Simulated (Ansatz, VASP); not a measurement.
## Two plane-wave programs on Zr3MoS

```
CELL_PARAMETERS angstrom
3.48130 0.00000 0.00000
0.00000 3.48130 0.00000
0.00000 0.00000 8.37204
ATOMIC_POSITIONS crystal
Zr 0.00000 0.00000 0.32542
Zr 0.00000 0.00000 0.69409
Zr 0.50000 0.50000 0.94847
Mo 0.50000 0.50000 0.51087
S 0.00000 0.00000 0.02116
```

Change from the starting cell: the structure that the rattled cell fell into.

Alike in both runs: functional PBE; k mesh 12 × 12 × 6; occupations gaussian, width 0.1 eV; no spin polarisation.

Ansatz relaxed the structure, and its values are those at the end. VASP's run is a single point on that final structure, the one shown.

|  | VASP | Ansatz |
| --- | --- | --- |
| version | VASP 6.6.1 | Ansatz 0.2.0 |
| potentials or method | VASP PAW PBE potentials, release 64 (Zr_sv, Mo_sv, S), cutoff 520 eV | scalar-relativistic, plane waves, PAW |
| valence electrons in the cell | 56 | 56 |

|  | VASP | Ansatz | Ansatz less VASP |
| --- | --- | --- | --- |
| gap on the k mesh at the Fermi level (eV) | none | none | - |
| pressure (GPa) | 0.1 | 0.0 | -0.06 |
| rms of the force components (eV/Å) | 0.007 | 0.005 | -0.0017 |

A gap of «none» marks a metal or a gap that the smearing closes. With one functional, cell and mesh, what is left measures potentials, basis and numerics.
